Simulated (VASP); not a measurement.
Wanted: the native input for a VASP 6.6.1 run.

| Property | Result |
| --- | --- |
| Task | single point |
| Functional | LDA |
| Potentials or basis | VASP PAW LDA potentials, release 64 (Hf_pv) |
| Cutoff | 500 eV |
| k mesh | 8 × 8 × 8 |
| Occupations | gaussian, width 0.1 eV |
| Spin | no spin polarisation |
| Dipole correction | no |
| Further INCAR settings | ALGO = Normal; EDIFF = 1e-06; NBANDS = 11 |

The structure of Hf lies in POSCAR:

```
Hf
1.0
    0.0000000000      2.2200000000      2.2200000000
    2.2200000000      0.0000000000      2.2200000000
    2.2200000000      2.2200000000      0.0000000000
Hf
1
Direct
    0.0000000000      0.0000000000      0.0000000000
```

The input as run:

INCAR

```
ALGO     = Normal         # electronic algorithm
EDIFF    = 1E-6           # SCF threshold, eV
ENCUT    = 500            # plane-wave cutoff, eV
GGA      = CA             # functional
GGA_COMPAT= False        
ISIF     = 2              # what is computed and relaxed
ISMEAR   = 0              # smearing method
LASPH    = True           # aspherical terms in the spheres
LCHARG   = False          # write CHGCAR
LREAL    = False          # projectors in reciprocal space
LWAVE    = False          # write WAVECAR
NBANDS   = 11             # bands
NELM     = 120            # most SCF steps
PREC     = Accurate       # precision mode
SIGMA    = 0.1            # smearing width, eV
```

KPOINTS

```
k-points
0
Gamma
  8 8 8
```

Potentials or basis: VASP PAW LDA potentials, release 64 (Hf_pv).

Launch:

```bash
$ cat potpaw_LDA.64/Hf_pv/POTCAR > POTCAR
$ mpirun -np 1 vasp_std > vasp.out
```

It gave:

```json
{
 "Pressure": "-6.0 GPa",
 "Band gap on the k mesh": "zero (band 5 reaches 6.11 eV, above the bottom of band 6 at 4.38 eV)"
}
```

Caveat: spin-orbit coupling is left out, which moves the levels of the heavy elements.

It took 14 s on 1 thread of Intel Xeon 8259CL, on a shared host, peak memory 0.13 GiB.
